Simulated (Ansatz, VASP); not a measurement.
# KRe3W: VASP beside Ansatz

```
K Re W
1.0
     4.49374    0.00000    0.00000
     0.00000    4.49374    0.00000
     0.00000    0.00000    4.49374
K Re W
1 3 1
Direct
  0.00000 0.00000 0.00000
  0.00000 0.50000 0.50000
  0.50000 0.00000 0.50000
  0.50000 0.50000 0.00000
  0.50000 0.50000 0.50000
```

Alike in both runs: task relaxation of cell and atoms; functional PBE; k mesh 4 × 4 × 4; occupations gaussian, width 0.1 eV; no spin polarisation.

|  | VASP | Ansatz |
| --- | --- | --- |
| version | VASP 6.6.1 | Ansatz 0.2.0 |
| potentials or method | VASP PAW PBE potentials, release 64 (K_sv, Re, W_sv), cutoff 600 eV | scalar-relativistic, plane waves, PAW |
| valence electrons in the cell | 44 | 68 |

VASP gave:

| Item | Value |
| --- | --- |
| gap on the k mesh at the Fermi level, each at its own relaxed structure (eV) | none |
| relaxed volume (Å³/atom) | 23.03 |
| relaxed cell length with the largest relative difference (Å) | 4.865 |

Q: Estimate Ansatz's values.

A: gap on the k mesh at the Fermi level, each at its own relaxed structure (eV): none; relaxed volume (Å³/atom): 22.89; relaxed cell length with the largest relative difference (Å): 4.855.

A gap of «none» marks a metal or a gap that the smearing closes. VASP's potentials hold 44 valence electrons a cell and Ansatz's 68, so a difference there can come from the potentials and not from the codes.

Neither program's run includes spin-orbit coupling. Noted on VASP's run: the volume moved by over 15 % at a fixed basis, so the end points are rough.
